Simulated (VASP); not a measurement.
Here is a VASP 6.6.1 calculation.

File INCAR:

```
SYSTEM = La
ALGO = Normal
EDIFF = 1E-6
ENCUT = 520
GGA = PE
ISIF = 2
ISMEAR = -1
LASPH = .TRUE.
LCHARG = .FALSE.
LREAL = .FALSE.
LWAVE = .FALSE.
NBANDS = 18
NELM = 100
PREC = Accurate
SIGMA = 0.1
```

Contents of KPOINTS:

```
k-points
0
G
  16 16 9
  0 0 0
```

File POSCAR:

```
La
1.0
    3.6255431205      0.0000000000      0.0000000000
   -1.8127715602      3.1398124449      0.0000000000
    0.0000000000      0.0000000000      5.8541770713
La
2
Direct
    0.3333333333      0.6666666667      0.2500000000
    0.6666666667      0.3333333333      0.7500000000
```

Potentials or basis: VASP PAW PBE potentials, release 64 (La).

Run with:

```bash
$ cat potpaw_PBE.64/La/POTCAR > POTCAR
$ mpirun -np 1 vasp_std > vasp.out
```

Problem. Predict the pressure.

Solution. 3.8 GPa.

Problem. Predict the band gap on the k mesh.

Solution. Zero (bands 11 and 12 overlap by 1.54 eV).

Stress tensor (GPa, compression positive):
```
3.63 0.00 0.00
0.00 3.63 0.00
0.00 0.00 4.14
```

Caveat: the cell stands under pressure; spin-orbit coupling is left out, which moves the levels of the heavy elements.
